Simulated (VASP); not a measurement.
The system is Al2P3.

```
Al P
1.0
     4.51918    0.00000    0.00000
    -2.25959    3.91373    0.00000
     0.00000    0.00000    6.79734
Al P
2 3
Direct
  0.33333 0.66667 0.00000
  0.66667 0.33333 0.00000
  0.00000 0.00000 0.34946
  0.00000 0.00000 0.65054
  0.00000 0.00000 0.00000
```

```yaml
Program: VASP 6.6.1
Task: relaxation of cell and atoms
Functional: PBE
Potentials_or_basis: VASP PAW PBE potentials, release 64 (Al, P)
Cutoff: 600 eV
k_mesh: 12 × 12 × 6
Occupations: gaussian, width 0.1 eV
Spin: no spin polarisation
```

At the start: pressure 0.1 GPa; volume 24.04 Å³/atom.

Q: How do energy, volume and symmetry change on relaxing?

A: Over 7 steps the energy falls by 8.3 meV/atom and the volume is 24.43 Å³/atom (+1.6 %); space group P6/mmm (No. 191, to 0.05 Å).

The path:
| step | energy change (eV) | largest force (eV/Å) | pressure (GPa) | volume (Å³) |
| --- | --- | --- | --- | --- |
| 1 | 0.0000 | 0.0851 | 0.07 | 120.22 |
| 2 | -0.0283 | 0.5301 | 0.97 | 120.38 |
| 3 | -0.0290 | 0.4710 | 0.84 | 120.36 |
| 4 | -0.0404 | 0.1113 | -0.13 | 122.60 |
| 5 | -0.0415 | 0.0093 | 0.08 | 122.09 |
| 6 | -0.0415 | 0.0125 | -0.02 | 122.19 |
| 7 | -0.0415 | 0.0041 | 0.02 | 122.15 |

Final structure:
```cif
data_structure
_symmetry_space_group_name_H-M 'P 1'
_symmetry_Int_Tables_number 1
_cell_length_a 4.5973
_cell_length_b 4.5973
_cell_length_c 6.6736
_cell_angle_alpha 90.000
_cell_angle_beta 90.000
_cell_angle_gamma 120.000
_cell_volume 122.15
loop_
_atom_site_label
_atom_site_type_symbol
_atom_site_fract_x
_atom_site_fract_y
_atom_site_fract_z
_atom_site_occupancy
Al1 Al 0.33333 0.66667 0.00000 1
Al2 Al 0.66667 0.33333 0.00000 1
P1 P 0.00000 0.00000 0.34619 1
P2 P 0.00000 0.00000 0.65381 1
P3 P 0.00000 0.00000 0.00000 1
```
